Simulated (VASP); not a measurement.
# MgF2 (P4_2/mnm) in VASP: density of states with LDA

Aim: the density of states of MgF2 with LDA.

Everything below comes from runs of VASP 6.6.1. Logs are shortened: lines on timing, memory, paths and dates and some standing lists are left out, and cuts for length are marked.

### Step 1. The cell of the first run

The structure is tetragonal, space group P4_2/mnm (No. 136). The conventional cell has a = 4.698 Å, b = 4.698 Å, c = 3.093 Å, α = 90.00°, β = 90.00°, γ = 90.00°. Mg (site symmetry mmm) has 6 F at 2.02 Å within 2.7 Å. Within 2.7 Å of F (site symmetry m2m) lie 3 Mg at 2.02 Å and 1 F at 2.61 Å.

### Step 2. Density of states, LDA

The input, POSCAR:

```
MgF2
1.0
    4.6975999886      0.0000000000      0.0000000000
    0.0000000000      4.6975999886      0.0000000000
    0.0000000000      0.0000000000      3.0930660367
Mg F
2 4
Direct
    0.0000000000      0.0000000000      0.0000000000
    0.5000000000      0.5000000000      0.5000000000
    0.3035644572      0.3035644572      0.0000000000
    0.1964355428      0.8035644572      0.5000000000
    0.6964355428      0.6964355428      0.0000000000
    0.8035644572      0.1964355428      0.5000000000
```

The input, INCAR.step1:

```
PREC = Accurate
ENCUT = 520
EDIFF = 1E-6
ISMEAR = 0
SIGMA = 0.02
LREAL = F
LASPH = T
NELM = 120
ALGO = Normal
ISIF = 2
LWAVE = F
LCHARG = T
GGA = CA
NBANDS = 25
GGA_COMPAT = F
NEDOS = 2001
LORBIT = 11
```

The input, KPOINTS.step1:

```
regular mesh
0
Gamma
  6 6 8
```

The input, INCAR.step2:

```
PREC = Accurate
ENCUT = 520
EDIFF = 1E-6
ISMEAR = -5
SIGMA = 0.02
LREAL = F
LASPH = T
NELM = 120
ALGO = Normal
ISIF = 2
LWAVE = F
LCHARG = F
GGA = CA
LORBIT = 11
NEDOS = 2001
ICHARG = 11
GGA_COMPAT = F
```

The input, KPOINTS.step2:

```
regular mesh
0
Gamma
  9 9 12
```

Potentials or basis: VASP PAW LDA potentials, release 64 (Mg, F).

Started as:

```
$ cat potpaw_LDA.64/Mg/POTCAR potpaw_LDA.64/F/POTCAR > POTCAR
$ cp INCAR.step1 INCAR
$ cp KPOINTS.step1 KPOINTS
$ mpirun -np 1 vasp_std > vasp.out
$ cp INCAR.step2 INCAR
$ cp KPOINTS.step2 KPOINTS
$ mpirun -np 1 vasp_std > vasp.out
```

OUTCAR:

```text
PREC = Accurate
   ENCUT = 520
   EDIFF = 1E-6
   ISMEAR = -5
   LREAL = F
   LASPH = T
   NELM = 120
   ISIF = 2
   GGA = CA
   LORBIT = 11
   ICHARG = 11

 ion  position               nearest neighbor table
   1  0.000  0.000  0.000-   3 2.02   5 2.02   4 2.02   6 2.02   4 2.02   6 2.02
   2  0.500  0.500  0.500-   4 2.02   6 2.02   5 2.02   3 2.02   3 2.02   5 2.02
   3  0.304  0.304  0.000-   1 2.02   2 2.02   2 2.02
   4  0.196  0.804  0.500-   2 2.02   1 2.02   1 2.02
   5  0.696  0.696  0.000-   1 2.02   2 2.02   2 2.02
   6  0.804  0.196  0.500-   2 2.02   1 2.02   1 2.02

  LATTYP: Found a simple tetragonal cell.
 ALAT       =     4.6975999886
 C/A-ratio  =     0.6584353807

  Lattice vectors:

 A1 = (   4.6975999886,   0.0000000000,   0.0000000000)
 A2 = (   0.0000000000,   4.6975999886,   0.0000000000)
 A3 = (   0.0000000000,   0.0000000000,   3.0930660367)

Analysis of symmetry for initial positions (statically):
=====================================================================
 Subroutine PRICEL returns:
 Original cell was already a primitive cell.

 Routine SETGRP: Setting up the symmetry group for a
 simple tetragonal supercell.

 Subroutine GETGRP returns: Found 16 space group operations
 (whereof  8 operations were pure point group operations)
 out of a pool of 16 trial point group operations.

The static configuration has the point symmetry D_2h.
 The point group associated with its full space group is D_4h.

Analysis of symmetry for dynamics (positions and initial velocities):
=====================================================================
 Subroutine PRICEL returns:
 Original cell was already a primitive cell.

 Routine SETGRP: Setting up the symmetry group for a
 simple tetragonal supercell.

 Subroutine GETGRP returns: Found 16 space group operations
 (whereof  8 operations were pure point group operations)
 out of a pool of 16 trial point group operations.

The dynamic configuration has the point symmetry D_2h.
 The point group associated with its full space group is D_4h.

 Subroutine INISYM returns: Found 16 space group operations
 (whereof  8 operations are pure point group operations),
 and found     1 'primitive' translations

----------------------------------------------------------------------------------------

                                     Primitive cell
[... 113 lines left out ...]
   NUPDOWN=      -1.0000    fix difference up-down
   EMIN   =  10.00;   EMAX   =-10.00  energy-range for DOS
   EFERMI =   0.00;   METHOD = LEGACY
   ISMEAR =    -5;   SIGMA  =   0.02  broadening in eV -4-tet -1-fermi 0-gaus
   EFERMI_NEDOS =   21; number of points for ismear=-14 and -15
   IALGO  =     38    algorithm
   IMIX   =      4    mixing-type and parameters
     AMIX     =   0.40;   BMIX     =  1.00
     AMIX_MAG =   1.60;   BMIX_MAG =  1.00
  volume/ion in A,a.u.               =      11.38        76.77
  Fermi-wavevector in a.u.,A,eV,Ry     =   1.271777  2.403311 22.006301  1.617418
  Thomas-Fermi vector in A             =   2.404692
   LORBIT       =     11    0 simple, 1 ext, 2 COOP (PROOUT), +10 PAW based schemes
   GGA     = CA    functional components
   LHFCALC =     F    Hartree Fock is set to
   AEXX    =    0.0000 exact exchange contribution
   IVDW    =     0    specifies the selected vdW correction
   LEPSILON=     F    determine dielectric tensor
   LRPA    =     F    only Hartree local field effects (RPA)
 non-spin polarized calculation
 Fermi weights with tetrahedron method with Bloechl corrections
  energy-cutoff  :      520.00
  volume of cell :       68.26
 maximum number of plane-waves:      1867
 NGX is ok and might be reduce to    36

 number of electron      32.0000007 magnetization

 Free energy of the ion-electron system (eV)
  ---------------------------------------------------
  ext. energy  EPLUGINS =         0.00000000
  ---------------------------------------------------
  free energy    TOTEN  =       -34.87244114 eV

  energy without entropy =      -34.87244114  energy(sigma->0) =      -34.87244114

 E-fermi :  -1.8410     XC(G=0): -10.2504

 val. band max:       -1.8548292375   @ k =   0.0000   0.0000   0.0000
 cond. band min:       4.6016274621   @ k =   0.0000   0.0000   0.0000
 fundamental gap:      6.4564566996
 Fermi energy:        -1.8409848631

 k-point     1 :       0.0000    0.0000    0.0000
  band No.  band energies     occupation
      1     -22.0744      2.00000
      2     -21.3003      2.00000
      3     -21.3003      2.00000
      4     -21.2147      2.00000
      5      -5.8785      2.00000
      6      -4.2647      2.00000
[... 541 lines left out ...]
     19      10.6306      0.00000
     20      11.0291      0.00000

 [... further k-points ...]

------------------------ aborting loop because EDIFF is reached ----------------------------------------

  FORCE on cell =-STRESS in cart. coord.  units (eV):
  Direction    XX          YY          ZZ          XY          YZ          ZX
  --------------------------------------------------------------------------------------
  -------------------------------------------------------------------------------------
  Total       -4.1557857     -4.1557857     -4.3688956      0.0000000      0.0000000      0.0000000
  in kB      -97.5489209    -97.5489209   -102.5512580      0.0000000      0.0000000      0.0000000
  external PRESSURE =     -99.2163666 kB  Pullay stress =       0.0000000 kB

 VOLUME and BASIS-vectors are now :
 -----------------------------------------------------------------------------
  energy-cutoff  :      520.00
  volume of cell :       68.26
      direct lattice vectors                 reciprocal lattice vectors
     4.697599989  0.000000000  0.000000000     0.212874660  0.000000000  0.000000000
     0.000000000  4.697599989  0.000000000     0.000000000  0.212874660  0.000000000
     0.000000000  0.000000000  3.093066037     0.000000000  0.000000000  0.323303799

 POSITION                                       TOTAL-FORCE (eV/Angst)
 -----------------------------------------------------------------------------------
      0.00000      0.00000      0.00000         0.000000      0.000000      0.000000
      2.34880      2.34880      1.54653         0.000000      0.000000      0.000000
      1.42602      1.42602      0.00000         0.049660      0.049660     -0.000000
      0.92278      3.77482      1.54653        -0.049660      0.049660      0.000000
      3.27158      3.27158      0.00000        -0.049660     -0.049660      0.000000
      3.77482      0.92278      1.54653         0.049660     -0.049660      0.000000
 -----------------------------------------------------------------------------------
    total drift:                                0.000000      0.000000     -0.000000

  FREE ENERGIE OF THE ION-ELECTRON SYSTEM (eV)
  ---------------------------------------------------
  free  energy   TOTEN  =       -34.8724411412 eV

  energy  without entropy=      -34.8724411412  energy(sigma->0) =      -34.87244114

 total charge

# of ion       s       p       d       tot
------------------------------------------
    1        0.124   0.154   0.070   0.348
    2        0.124   0.154   0.070   0.348
    3        1.721   4.391   0.000   6.111
    4        1.721   4.391   0.000   6.111
    5        1.721   4.391   0.000   6.111
    6        1.721   4.391   0.000   6.111
--------------------------------------------------
tot          7.131  17.871   0.139  25.141
```

OSZICAR.step1:

```text
N       E                     dE             d eps       ncg     rms          rms(c)
DAV:   1     0.157808209959E+03    0.15781E+03   -0.17609E+04  2628   0.119E+03
DAV:   2    -0.294811073082E+02   -0.18729E+03   -0.18128E+03  3071   0.279E+02
DAV:   3    -0.373900280468E+02   -0.79089E+01   -0.78857E+01  3118   0.552E+01
DAV:   4    -0.374320856580E+02   -0.42058E-01   -0.42053E-01  2790   0.461E+00
DAV:   5    -0.374322884874E+02   -0.20283E-03   -0.20282E-03  3137   0.311E-01    0.944E+00
DAV:   6    -0.349617255000E+02    0.24706E+01   -0.75559E+00  2759   0.195E+01    0.297E+00
DAV:   7    -0.349044079822E+02    0.57318E-01   -0.67762E-02  2629   0.183E+00    0.179E+00
DAV:   8    -0.348725336478E+02    0.31874E-01   -0.41475E-02  2784   0.199E+00    0.196E-01
DAV:   9    -0.348723193709E+02    0.21428E-03   -0.94480E-04  3054   0.232E-01    0.747E-02
DAV:  10    -0.348723933982E+02   -0.74027E-04   -0.33866E-05  2789   0.478E-02    0.731E-03
DAV:  11    -0.348723923316E+02    0.10666E-05   -0.31459E-06  2818   0.131E-02    0.210E-03
DAV:  12    -0.348723923945E+02   -0.62922E-07   -0.16383E-07  1423   0.318E-03
   1 F= -.34872392E+02 E0= -.34872392E+02  d E =-.369057E-13
```

It took 81 s on 1 thread of Intel Xeon Platinum 8259CL at 2.50GHz (Skylake/Cascade Lake), shared host; peak memory 0.23 GiB.

What came out:

```
Valence electrons inside the program's atomic spheres : Mg 0.35; F 6.11
```
